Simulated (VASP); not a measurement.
Here is a VASP 6.6.1 calculation.

INCAR

```
SYSTEM = Y2Si3O
PREC = Accurate
ENCUT = 520
EDIFF = 1E-6
ISMEAR = 0
SIGMA = 0.1
LREAL = .False.
LASPH = .True.
NELM = 100
ALGO = Normal
ISIF = 2
LWAVE = .False.
LCHARG = .False.
GGA = PE
NBANDS = 29
```

KPOINTS

```
regular mesh
0
Gamma
  6 6 4
  0 0 0
```

Contents of POSCAR:

```
Y2Si3O
1.0
    4.6212036500      0.0000000000      0.0000000000
   -2.3106018300      4.0020797600      0.0000000000
    0.0000000000      0.0000000000      5.9866384900
Y Si O
2 3 1
Direct
    0.0000000000      0.0000000000      0.0000000000
    0.0000000000      0.0000000000      0.5000000000
    0.4505421400      0.5494578600      0.5000000000
    0.4505421400      0.9010842700      0.5000000000
    0.0989157300      0.5494578600      0.5000000000
    0.6666666700      0.3333333300      0.5000000000
```

Potentials or basis: VASP PAW PBE potentials, release 64 (Y_sv, Si, O).

Launch:

```console
$ cat potpaw_PBE.64/Y_sv/POTCAR potpaw_PBE.64/Si/POTCAR potpaw_PBE.64/O/POTCAR > POTCAR
$ mpirun -np 1 vasp_std > vasp.out
```

Problem. Predict the largest force.

Solution. 37.996 eV/Å.

Problem. Estimate the band gap on the k mesh.

Solution. Zero (band 20 reaches 6.15 eV, above the bottom of band 21 at 5.56 eV).

Forces on the atoms (eV/Å):
```
Y     0.000   0.000   0.000
Y     0.000   0.000   0.000
Si   32.905 -18.998   0.000
Si    0.000  37.996   0.000
Si  -32.905 -18.998   0.000
O     0.000   0.000   0.000
```

Caveat: forces of over 1 eV/Å act on the atoms, so gaps and moduli don't describe the material at rest.
